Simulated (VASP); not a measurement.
A run of VASP 6.6.1:

File INCAR:

```
PREC     = Accurate       # precision mode
ENCUT    = 500            # plane-wave cutoff, eV
EDIFF    = 1E-7           # SCF threshold, eV
ISMEAR   = 0              # smearing method
SIGMA    = 0.01           # smearing width, eV
LREAL    = False          # projectors in reciprocal space
LASPH    = True           # aspherical terms in the spheres
NELM     = 120            # most SCF steps
ALGO     = Normal         # electronic algorithm
ISIF     = 3              # what is computed and relaxed
LWAVE    = False          # write WAVECAR
LCHARG   = False          # write CHGCAR
IBRION   = 2              # ionic algorithm
NSW      = 100            # ionic steps
EDIFFG   = -0.001         # ionic threshold
GGA_COMPAT= False        
NELMIN   = 4
```

The input KPOINTS:

```
regular mesh
0
Gamma
  12 12 4
```

File POSCAR:

```
MoSe2
1.0
    3.2880000000      0.0000000000      0.0000000000
   -1.6440000000      2.8474915276      0.0000000000
    0.0000000000      0.0000000000     12.9000000000
Mo Se
2 4
Direct
    0.3333333333      0.6666666667      0.2500000000
    0.6666666667      0.3333333333      0.7500000000
    0.3333333333      0.6666666667      0.6250000000
    0.6666666667      0.3333333333      0.1250000000
    0.3333333333      0.6666666667      0.8750000000
    0.6666666667      0.3333333333      0.3750000000
```

Potentials or basis: VASP PAW LDA potentials, release 64 (Mo_sv, Se).

Launch:

```console
$ cat potpaw_LDA.64/Mo_sv/POTCAR potpaw_LDA.64/Se/POTCAR > POTCAR
$ mpirun -np 1 vasp_std > vasp.out
```

Hardware: 1 thread of Intel(R) Xeon(R) 6975P-C (Granite Rapids), on a shared host.

How long does it take, and how much memory?

Run time: 17 min on 1 thread of Intel(R) Xeon(R) 6975P-C (Granite Rapids), with other jobs on the host, peak memory 0.31 GiB. Counts: scf iterations 234, k points 57, ion steps 35.
